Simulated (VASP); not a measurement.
The system is BaTiO3.

```
Ba Ti O
1.0
     3.99980    0.00000    0.00000
     0.00000    3.99980    0.00000
     0.00000    0.00000    4.01800
Ba Ti O
1 1 3
Direct
  0.00000 0.00000 0.00000
  0.50000 0.50000 0.49000
  0.00000 0.50000 0.51700
  0.50000 0.00000 0.51700
  0.50000 0.50000 0.01900
```

| Item | Value |
| --- | --- |
| Program | VASP 6.6.1 |
| Task | relaxation of cell and atoms |
| Functional | PBE |
| Potentials or basis | VASP PAW PBE potentials, release 64 (Ba_sv, Ti_sv, O) |
| Cutoff | 600 eV |
| k mesh | 7 × 7 × 7 |
| Occupations | fermi-dirac, width 0.05 eV |
| Spin | no spin polarisation |
| Hubbard terms | Ti d U = 5.0 eV |

At the start: pressure 8.1 GPa; volume 12.86 Å³/atom.

How do energy, volume and symmetry change on relaxing?

Over 13 steps the energy falls by 18.2 meV/atom and the volume is 13.40 Å³/atom (+4.2 %); space group Pm-3m (No. 221, to 0.05 Å).

Step by step:
```csv
step,energy change (eV),largest force (eV/Å),pressure (GPa),volume (Å³)
1,0.0000,0.6187,8.14,64.28
2,-0.0046,0.2634,-7.00,70.55
3,-0.0805,0.1975,-0.25,67.33
4,-0.0805,0.2040,-0.17,67.27
5,-0.0836,0.1408,-0.03,67.20
6,-0.0860,0.1848,0.19,67.04
7,-0.0882,0.1509,-0.18,67.15
8,-0.0894,0.0939,-0.78,67.35
9,-0.0904,0.0289,-0.02,67.01
10,-0.0905,0.0334,-0.04,67.03
11,-0.0904,0.0363,-0.08,67.05
12,-0.0907,0.0238,-0.06,67.03
13,-0.0909,0.0093,-0.02,67.01
```

Final structure:
```
Ba Ti O
1.0
     4.06105    0.00000    0.00000
     0.00000    4.06105    0.00000
     0.00000    0.00000    4.06305
Ba Ti O
1 1 3
Cartesian
  0.0000 0.0000 0.0365
  2.0305 2.0305 2.0689
  0.0000 2.0305 2.0649
  2.0305 0.0000 2.0649
  2.0305 2.0305 0.0341
```
